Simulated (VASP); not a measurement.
Wanted: the native input for a VASP 6.6.1 run.

```
Task                   : single point
Functional             : RPBE
Potentials or basis    : VASP PAW PBE potentials, release 64 (Mn_pv)
Cutoff                 : 520 eV
k mesh                 : 16 × 16 × 9
Occupations            : fermi-dirac, width 0.05 eV
Spin                   : collinear spin, antiferromagnetic start
Starting moments       : [-0.699, 0.699] μB
Dipole correction      : no
Further INCAR settings : ALGO = Normal; EDIFF = 1e-06; NBANDS = 24
```

The structure of Mn lies in POSCAR:

```
Mn
1.0
    2.4637435245      0.0000000000      0.0000000000
   -1.2318717622      2.1336644807      0.0000000000
    0.0000000000      0.0000000000      3.9899824670
Mn
2
Direct
    0.3333333333      0.6666666667      0.2500000000
    0.6666666667      0.3333333333      0.7500000000
```

This isn't the form of Mn at room conditions, which is a 58-atom cubic cell.

The input as run:

INCAR

```
ALGO = Normal ; EDIFF = 1E-6
ENCUT = 520 ; GGA = RP
ISIF = 2 ; ISMEAR = -1
ISPIN = 2 ; LASPH = True
LCHARG = False ; LMAXMIX = 4
LORBIT = 11 ; LREAL = False
LWAVE = False ; MAGMOM = -0.699 0.699
NBANDS = 24 ; NELM = 150
PREC = Accurate ; SIGMA = 0.05
```

KPOINTS

```
k-points
0
Gamma
  16 16 9
```

Potentials or basis: VASP PAW PBE potentials, release 64 (Mn_pv).

Launch:

```sh
$ cat potpaw_PBE.64/Mn_pv/POTCAR > POTCAR
$ mpirun -np 1 vasp_std > vasp.out
```

It gave:

```
Pressure                                              : 12.8 GPa
Band gap on the k mesh                                : zero (filled and empty bands overlap)
Net moment                                            : 0.00 μB per cell
Site moments                                          : Mn -0.41, +0.41 μB
Valence electrons inside the program's atomic spheres : Mn 12.03
```

Caveat: the cell stands under pressure; the PAW data sets were made with another functional, which shifts forces and pressure a little.

It took 68 s on 1 thread of Intel(R) Xeon(R) 6975P-C (Granite Rapids), on a shared host, peak memory 0.21 GiB.
